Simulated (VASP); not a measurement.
Here is a VASP 6.6.1 calculation.

File INCAR:

```
SYSTEM = PbS
  PREC = Accurate
  ENCUT = 520
  EDIFF = 1E-6
  ISMEAR = -1
  SIGMA = 0.025851999786435532
  LREAL = .False.
  LASPH = .True.
  NELM = 100
  ALGO = Normal
  ISIF = 2
  LWAVE = .False.
  LCHARG = .True.
  GGA = PE
  IVDW = 12
  LELF = .True.
  LVHAR = .True.
  NBANDS = 28
```

KPOINTS

```
Automatic mesh
0
Gamma
  4 4 2
  0 0 0
```

POSCAR

```
PbS
1.0
    2.9838607981     -2.9828938700      0.0000000000
    2.9838607981      2.9828938700      0.0000000000
   -1.0986781904      0.0000000000     11.1678408944
Pb S
2 2
Direct
    0.2263653800      0.2263653800      0.3722110100
    0.7736346200      0.7736346200      0.6277889900
    0.7295120500      0.7295120500      0.3897323800
    0.2704879500      0.2704879500      0.6102676200
```

Potentials or basis: VASP PAW PBE potentials, release 64 (Pb_d, S).

Run with:

```console
$ cat potpaw_PBE.64/Pb_d/POTCAR potpaw_PBE.64/S/POTCAR > POTCAR
$ mpirun -np 1 vasp_std > vasp.out
```

Q: Estimate the band gap on the k mesh.

A: 2.05 eV (least direct gap 2.06 eV).

Q: Predict the dispersion energy per atom.

A: -0.233 eV.

Q: What does it give for the largest force?

A: 0.068 eV/Å.

Forces on the atoms (eV/Å):
```
Pb   0.000  0.000 -0.060
Pb   0.000  0.000  0.060
S    0.003  0.000 -0.068
S   -0.003  0.000  0.068
```

Caveat: three body term missing; there is no dipole correction, which matters where the two faces differ; spin-orbit coupling is left out, which moves the levels of the heavy elements.
